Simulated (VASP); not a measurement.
# Ge2Sb2Se (P-3m1) in VASP: further runs, part 2 of 2

VASP 6.6.1. Earlier steps stand in the parts before.

## 4. Relaxation of cell and atoms, PBE

This run uses another cell than the first one, of 26.68 Å³/atom.

INCAR

```
SYSTEM = Ge2Sb2Se
  PREC = Accurate
  ENCUT = 600
  EDIFF = 1E-6
  ISMEAR = 0
  SIGMA = 0.1
  LREAL = .FALSE.
  LASPH = .TRUE.
  NELM = 100
  ALGO = Normal
  ISIF = 3
  LWAVE = .FALSE.
  LCHARG = .FALSE.
  GGA = PE
  IBRION = 2
  NSW = 90
  EDIFFG = -0.04
```

KPOINTS

```
regular mesh
0
G
  6 6 2
  0 0 0
```

POSCAR

```
Ge2Sb2Se
1.0
    4.5227314700      0.0000000000      0.0000000000
   -2.2613657300      3.9168003500      0.0000000000
    0.0000000000      0.0000000000      7.5295549500
Ge Sb Se
2 2 1
Direct
    0.3333333300      0.6666666700      0.2549040000
    0.6666666700      0.3333333300      0.7450960000
    0.3333333300      0.6666666700      0.6336119800
    0.6666666700      0.3333333300      0.3663880200
    0.0000000000      0.0000000000      0.0000000000
```

Command:

```
$ cat potpaw_PBE.64/Ge_d/POTCAR potpaw_PBE.64/Sb/POTCAR potpaw_PBE.64/Se/POTCAR > POTCAR
$ mpirun -np 1 vasp_std > vasp.out
```

Run time: 8.8 min. Hardware: 1 thread of Intel Xeon Platinum 8488C (Sapphire Rapids), shared host; peak memory 0.31 GiB.

It converged, with:

```yaml
Free_energy: -20.4235 eV
Relaxed_volume: 24.78 Å³/atom
Relaxed_cell: a = 3.990 Å, b = 3.990 Å, c = 8.986 Å, α = 90.00°, β = 90.00°, γ = 120.00°
Space_group_after_relaxing_to_0.1_Å: P-3m1 (No. 164)
Energy_gained_by_relaxing: 269.7 meV/atom
Ionic_steps: 16
Pressure_after_relaxing: -0.1 GPa
Largest_force_after_relaxing: 0.019 eV/Å
Band_gap_on_the_k_mesh: zero (bands 22 and 23 overlap by 1.77 eV)
```

Forces on the atoms (eV/Å):
```
Ge   0.000  0.000 -0.013
Ge   0.000  0.000  0.013
Sb   0.000  0.000  0.019
Sb   0.000  0.000 -0.019
Se   0.000  0.000  0.000
```

Stress tensor (GPa, compression positive):
```
-0.01  0.00  0.00
 0.00 -0.01  0.00
 0.00  0.00 -0.14
```

Step by step:
| step | energy change (eV) | largest force (eV/Å) | pressure (GPa) | volume (Å³) |
| --- | --- | --- | --- | --- |
| 1 | 0.0000 | 1.5653 | 2.67 | 133.38 |
| 2 | -0.2403 | 0.9412 | -1.37 | 142.13 |
| 3 | -0.2501 | 0.8188 | -2.15 | 144.45 |
| 4 | -0.4264 | 0.7698 | -1.54 | 139.95 |
| 5 | -0.7465 | 0.6015 | 1.26 | 127.50 |
| 6 | -0.7535 | 0.8641 | 3.20 | 122.25 |
| 7 | -0.7655 | 0.7427 | 2.41 | 124.58 |
| 8 | -0.8579 | 0.7724 | 1.42 | 124.98 |
| 9 | -0.9026 | 0.8006 | 0.28 | 125.48 |
| 10 | -0.9679 | 0.7144 | -0.12 | 126.04 |
| 11 | -1.1254 | 0.4687 | -1.14 | 127.64 |
| 12 | -1.2746 | 0.1724 | -2.17 | 130.41 |
| 13 | -1.3197 | 0.4469 | -0.28 | 125.53 |
| 14 | -1.3200 | 0.4244 | -0.40 | 125.88 |
| 15 | -1.3359 | 0.2794 | -0.35 | 125.19 |
| 16 | -1.3485 | 0.0193 | -0.06 | 123.88 |

Final structure:
```cif
data_structure
_symmetry_space_group_name_H-M 'P 1'
_symmetry_Int_Tables_number 1
_cell_length_a 3.9898
_cell_length_b 3.9898
_cell_length_c 8.9863
_cell_angle_alpha 90.000
_cell_angle_beta 90.000
_cell_angle_gamma 120.000
_cell_volume 123.88
loop_
_atom_site_label
_atom_site_type_symbol
_atom_site_fract_x
_atom_site_fract_y
_atom_site_fract_z
_atom_site_occupancy
Ge1 Ge 0.33333 0.66667 0.18727 1
Ge2 Ge 0.66667 0.33333 0.81273 1
Sb1 Sb 0.33333 0.66667 0.61478 1
Sb2 Sb 0.66667 0.33333 0.38522 1
Se1 Se 0.00000 0.00000 0.00000 1
```

Levels at points of the mesh, in eV from the Fermi level:
```
           k point  band 20  band 21  band 22  band 23  band 24  band 25
(0.00, 0.00, 0.00)    -0.38    -0.38     1.16     1.16     2.04     2.17
(0.50, 0.00, 0.00)    -2.03    -1.47    -1.33    -0.62     1.30     1.43
(0.00, 0.00, 0.50)    -0.22     0.56     0.65     0.65     0.69     2.53
(0.50, 0.00, 0.50)    -2.09    -1.13    -0.50     0.59     0.67     1.96
```

Caveat: the k points lie up to 0.35 Å⁻¹ apart in the final cell, too coarse for converged energies and pressures of a metal; a cell axis changed by over 15 % at a fixed basis, so the end point is rough; spin-orbit coupling is left out, which moves the levels of the heavy elements.

## 5. Single point, PBE

This run uses another cell than the first one, of 24.83 Å³/atom.

INCAR

```
SYSTEM = Ge2Sb2Se
  ALGO = Normal
  EDIFF = 1E-6
  ENCUT = 520
  GGA = PE
  ISIF = 2
  ISMEAR = 0
  LASPH = .TRUE.
  LCHARG = .FALSE.
  LREAL = .FALSE.
  LWAVE = .FALSE.
  NBANDS = 30
  NELM = 60
  PREC = Accurate
  SIGMA = 0.1
```

KPOINTS

```
k-points
0
G
  12 12 4
  0 0 0
```

POSCAR

```
Ge2Sb2Se
1.0
    4.0135620221      0.0000000000      0.0000000000
   -2.0067810110      3.4758466708      0.0000000000
    0.0000000000      0.0000000000      8.8983848772
Ge Sb Se
2 2 1
Direct
    0.3333333333      0.6666666667      0.1878522155
    0.6666666667      0.3333333333      0.8121477845
    0.3333333333      0.6666666667      0.6181639982
    0.6666666667      0.3333333333      0.3818360018
    0.0000000000      0.0000000000      0.0000000000
```

Command:

```
$ cat potpaw_PBE.64/Ge_d/POTCAR potpaw_PBE.64/Sb/POTCAR potpaw_PBE.64/Se/POTCAR > POTCAR
$ mpirun -np 1 vasp_std > vasp.out
```

Wall time 2.3 min (1 thread of Intel Xeon Platinum 8488C (Sapphire Rapids), shared host); peak memory 0.41 GiB.

Results (log left out):

```
Free energy            : -20.3385 eV
Pressure               : 0.0 GPa
Largest force          : 0.004 eV/Å
Band gap on the k mesh : zero (bands 22 and 23 overlap by 1.75 eV)
```

Forces in eV/Å, atoms in the order of the input:
```
Ge   0.000  0.000  0.004
Ge   0.000  0.000 -0.004
Sb   0.000  0.000 -0.001
Sb   0.000  0.000  0.001
Se   0.000  0.000  0.000
```

Levels at points of the mesh, in eV from the Fermi level:
```tsv
k point	band 18	band 19	band 20	band 21	band 22	band 23	band 24	band 25	band 26	band 27
(0.00, 0.00, 0.00)	-0.88	-0.81	-0.51	-0.51	0.96	0.96	1.98	1.98	2.07	2.08
(0.50, 0.00, 0.00)	-3.25	-2.77	-1.96	-1.48	-1.35	-0.79	1.24	1.42	3.22	3.92
(0.00, 0.00, 0.50)	-1.99	-0.33	-0.33	0.43	0.46	0.46	0.60	2.44	2.44	3.35
(0.50, 0.00, 0.50)	-4.06	-3.24	-2.18	-1.12	-0.53	0.45	0.66	2.00	2.42	3.35
```

Caveat: spin-orbit coupling is left out, which moves the levels of the heavy elements.

## 6. Relaxation of cell and atoms, PBE

INCAR

```
  ALGO = Normal
  EDIFF = 1E-7
  EDIFFG = -0.01
  ENCUT = 600
  GGA = PE
  IBRION = 2
  ISIF = 3
  ISMEAR = 0
  LASPH = True
  LCHARG = False
  LREAL = False
  LWAVE = False
  NELM = 100
  NSW = 100
  PREC = Accurate
  SIGMA = 0.1
```

KPOINTS

```
k-points
0
Gamma
  12 12 4
```

POSCAR

```
Ge2Sb2Se
1.0
    3.9933007559      0.0000000000      0.0000000000
   -1.9966503779      3.4582998995      0.0000000000
    0.0000000000      0.0000000000      8.9599159597
Ge Sb Se
2 2 1
Direct
    0.3333333333      0.6666666667      0.1867090146
    0.6666666667      0.3333333333      0.8132909854
    0.3333333333      0.6666666667      0.6153144262
    0.6666666667      0.3333333333      0.3846855738
    0.0000000000      0.0000000000      0.0000000000
```

Potentials or basis: VASP PAW PBE potentials, release 64 (Ge_d, Sb, Se).

Command:

```
$ cat potpaw_PBE.64/Ge_d/POTCAR potpaw_PBE.64/Sb/POTCAR potpaw_PBE.64/Se/POTCAR > POTCAR
$ mpirun -np 1 vasp_std > vasp.out
```

Wall time 17 min (1 thread of Intel Xeon Platinum 8488C (Sapphire Rapids), shared host); peak memory 0.47 GiB.

It converged, with:

```
Free energy                           : -20.3386 eV
Relaxed volume                        : 24.83 Å³/atom
Relaxed cell                          : a = 4.015 Å, b = 4.015 Å, c = 8.894 Å, α = 90.00°, β = 90.00°, γ = 120.00°
Space group after relaxing (to 0.1 Å) : P-3m1 (No. 164)
Energy gained by relaxing             : 1.0 meV/atom
Ionic steps                           : 10
Pressure after relaxing               : 0.0 GPa
Largest force after relaxing          : 0.008 eV/Å
Band gap on the k mesh                : zero (bands 22 and 23 overlap by 1.75 eV)
```

Forces on the atoms (eV/Å):
```
Ge   0.000  0.000  0.001
Ge   0.000  0.000 -0.001
Sb   0.000  0.000  0.008
Sb   0.000  0.000 -0.008
Se   0.000  0.000  0.000
```

The path:
| step | energy change (eV) | largest force (eV/Å) | pressure (GPa) | volume (Å³) |
| --- | --- | --- | --- | --- |
| 1 | 0.0000 | 0.1154 | 0.17 | 123.74 |
| 2 | -0.0021 | 0.0833 | -0.04 | 124.21 |
| 3 | -0.0030 | 0.0534 | -0.25 | 124.67 |
| 4 | -0.0030 | 0.0422 | -0.32 | 124.84 |
| 5 | -0.0044 | 0.0289 | -0.20 | 124.50 |
| 6 | -0.0048 | 0.0102 | 0.01 | 124.05 |
| 7 | -0.0048 | 0.0135 | 0.01 | 124.13 |
| 8 | -0.0048 | 0.0152 | 0.00 | 124.17 |
| 9 | -0.0048 | 0.0146 | 0.02 | 124.15 |
| 10 | -0.0048 | 0.0078 | -0.02 | 124.16 |

Final structure:
```
Ge Sb Se
1.0
     4.01496    0.00000    0.00000
    -2.00748    3.47706    0.00000
     0.00000    0.00000    8.89375
Ge Sb Se
2 2 1
Cartesian
  0.0000 2.3180 1.6713
  2.0075 1.1590 7.2225
  0.0000 2.3180 5.4966
  2.0075 1.1590 3.3972
  4.0150 0.0000 8.8938
```

Levels at points of the mesh, in eV from the Fermi level:
| k point | band 18 | band 19 | band 20 | band 21 | band 22 | band 23 | band 24 | band 25 | band 26 |
| --- | --- | --- | --- | --- | --- | --- | --- | --- | --- |
| (0.00, 0.00, 0.00) | -0.88 | -0.81 | -0.52 | -0.52 | 0.96 | 0.96 | 1.98 | 1.98 | 2.07 |
| (0.50, 0.00, 0.00) | -3.25 | -2.77 | -1.96 | -1.48 | -1.34 | -0.79 | 1.24 | 1.42 | 3.22 |
| (0.00, 0.00, 0.50) | -1.99 | -0.34 | -0.34 | 0.42 | 0.46 | 0.46 | 0.59 | 2.43 | 2.43 |
| (0.50, 0.00, 0.50) | -4.06 | -3.24 | -2.18 | -1.13 | -0.53 | 0.45 | 0.66 | 2.00 | 2.42 |

Caveat: spin-orbit coupling is left out, which moves the levels of the heavy elements.

## 7. The runs side by side

| task | cell | k mesh | cutoff (eV) | gap on the mesh (eV) | pressure (GPa) | relaxed volume (Å³/atom) | largest force (eV/Å) |
| --- | --- | --- | --- | --- | --- | --- | --- |
| single point | a = 3.993, b = 3.993, c = 8.960 Å, angles 90.0, 90.0, 120.0°, 5 atoms, atomic positions A | 6 × 6 × 2 | 520 | none | 0.1 | - | 0.01 |
| single point | a = 4.523, b = 4.523, c = 7.530 Å, angles 90.0, 90.0, 120.0°, 5 atoms, atomic positions B | 6 × 6 × 2 | 520 | none | 2.7 | - | 1.57 |
| relaxation of cell and atoms | relaxed from a = 4.523, b = 4.523, c = 7.530 Å, angles 90.0, 90.0, 120.0°, 5 atoms, atomic positions B | 6 × 6 × 2 | 600 | none | -0.1 | 24.78 | 0.02 |
| single point | a = 4.014, b = 4.014, c = 8.898 Å, angles 90.0, 90.0, 120.0°, 5 atoms, atomic positions C | 12 × 12 × 4 | 520 | none | 0.0 | - | - |
| relaxation of cell and atoms | relaxed from a = 3.993, b = 3.993, c = 8.960 Å, angles 90.0, 90.0, 120.0°, 5 atoms, atomic positions A | 12 × 12 × 4 | 600 | none | 0.0 | 24.83 | 0.01 |

Alike in all rows: level PBE; potentials or basis VASP PAW PBE potentials, release 64 (Ge_d, Sb, Se); no spin polarisation; smearing gaussian 0.1 eV.

Caveats: some runs use coarse meshes; spin-orbit coupling is left out, which moves the levels of the heavy elements; forces of over 1 eV/Å act on the atoms, so gaps and moduli don't describe the material at rest (at least some runs); a cell axis changed by over 15 % at a fixed basis, so the end point is rough (at least some runs).

Total energies depend on the potentials used, so only differences within one code and one set of settings carry meaning.
